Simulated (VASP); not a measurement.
NaH, 2 atoms in the cell. It takes space group Cmmm (No. 65, orthorhombic). Conventional cell: a = 4.136 Å, b = 4.158 Å, c = 2.932 Å, α = 90.00°, β = 90.00°, γ = 90.00°. Within 3.3 Å of Na (site symmetry mmm) lie 8 H at 2.54 Å and 6 Na at 2.93 Å. H (site symmetry mmm) has 8 Na at 2.54 Å and 6 H at 2.93 Å within 3.3 Å.  This cell differs from its parent crystal: shear xy strain -0.5%.

| Property | Result |
| --- | --- |
| Program | VASP 6.6.1 |
| Task | single point |
| Functional | r2SCAN |
| Potentials or basis | VASP PAW PBE potentials, release 64 (Na_pv, H) |
| Cutoff | 520 eV |
| k mesh | 8 × 8 × 8 |
| Occupations | gaussian, width 0.01 eV |
| Spin | no spin polarisation |
| Dipole correction | no |
| Further INCAR settings | ALGO = Normal; EDIFF = 1e-07; NBANDS = 11 |

Potentials or basis: VASP PAW PBE potentials, release 64 (Na_pv, H).

Command:

```console
$ cat potpaw_PBE.64/Na_pv/POTCAR potpaw_PBE.64/H/POTCAR > POTCAR
$ cp INCAR.step1 INCAR
$ mpirun -np 1 vasp_std > vasp.out
$ cp INCAR.step2 INCAR
$ mpirun -np 1 vasp_std > vasp.out
```

Hardware: 1 thread of Intel Xeon 8259CL (shared host).

Question: How long does it take, and how much memory?

Answer: Wall time 86 s on 1 thread of Intel Xeon 8259CL, with other jobs on the host, peak memory 0.15 GiB. Counts: k points 105.
